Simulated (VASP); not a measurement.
NbRu, 2 atoms in the cell. Symmetry: P4/mmm, No. 123, tetragonal system. The conventional cell has a = 3.000 Å, b = 3.000 Å, c = 3.380 Å, α = 90.00°, β = 90.00°, γ = 90.00°. Nb (site symmetry 4/mmm) has 8 Ru at 2.71 Å and 6 Nb at 3.00 to 3.38 Å within 3.6 Å. Within 3.6 Å of Ru (site symmetry 4/mmm) lie 8 Nb at 2.71 Å and 6 Ru at 3.00 to 3.38 Å. 

| Item | Value |
| --- | --- |
| Program | VASP 6.6.1 |
| Task | relaxation of cell and atoms |
| Functional | LDA |
| Potentials or basis | VASP PAW LDA potentials, release 64 (Nb_sv, Ru_pv) |
| Cutoff | 600 eV |
| k mesh | 6 × 6 × 5 |
| Occupations | fermi-dirac, width 0.1 eV |
| Spin | no spin polarisation |
| Dipole correction | no |
| Further INCAR settings | ALGO = Normal; EDIFF = 1e-06; IBRION = 2; EDIFFG = -0.01; NSW = 60; ISIF = 3 |

Potentials or basis: VASP PAW LDA potentials, release 64 (Nb_sv, Ru_pv).

Launch:

```console
$ cat potpaw_LDA.64/Nb_sv/POTCAR potpaw_LDA.64/Ru_pv/POTCAR > POTCAR
$ mpirun -np 1 vasp_std > vasp.out
```

Hardware: 1 thread of Intel(R) Xeon(R) Platinum 8259CL CPU @ 2.50GHz (Skylake/Cascade Lake) (shared host).

Q: Estimate the wall time of this run.

A: It took 76 s on 1 thread of Intel(R) Xeon(R) Platinum 8259CL CPU @ 2.50GHz (Skylake/Cascade Lake), with other jobs on the host, peak memory 0.15 GiB. Counts: scf iterations 48, k points 30, ion steps 7.
